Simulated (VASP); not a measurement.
Crystal: SnO2.

```xyz
3
Lattice="0.0000 2.8279 2.8279 2.8279 0.0000 2.8279 2.8279 2.8279 0.0000" Properties=species:S:1:pos:R:3 pbc="T T T"
Sn    2.8279    2.8279    2.8279
O     1.4139    1.4139    1.4139
O     4.2418    4.2418    4.2418
```

The cell was built from a structure type or drawn by symmetry, and may not be a known phase.

| Property | Result |
| --- | --- |
| Program | VASP 6.6.1 |
| Task | relaxation of cell and atoms |
| Functional | PBE |
| Potentials or basis | VASP PAW PBE potentials, release 64 (Sn_d, O) |
| Cutoff | 600 eV |
| k mesh | 4 × 4 × 4 |
| Occupations | gaussian, width 0.15 eV |
| Spin | no spin polarisation |

At the start: pressure -26.3 GPa; volume 15.08 Å³/atom.

Problem. How do energy, volume and symmetry change on relaxing?

Solution. Over 3 steps the energy falls by 398.8 meV/atom and the volume is 11.40 Å³/atom (-24.4 %); space group Fm-3m (No. 225, to 0.1 Å) before and after.

Step by step:
```
step  energy change (eV)  largest force (eV/Å)  pressure (GPa)  volume (Å³)
   1              0.0000                0.0000          -26.27        45.23
   2             -0.9823                0.0000           23.13        30.90
   3             -1.1965                0.0000            0.23        34.20
```

Final structure:
```
CELL_PARAMETERS angstrom
0.00000 2.57637 2.57637
2.57637 0.00000 2.57637
2.57637 2.57637 0.00000
ATOMIC_POSITIONS crystal
Sn 0.50000 0.50000 0.50000
O 0.25000 0.25000 0.25000
O 0.75000 0.75000 0.75000
```

Caveat: the k points lie up to 0.53 Å⁻¹ apart in the final cell; the volume moved by over 15 % at a fixed basis, so the end points are rough.
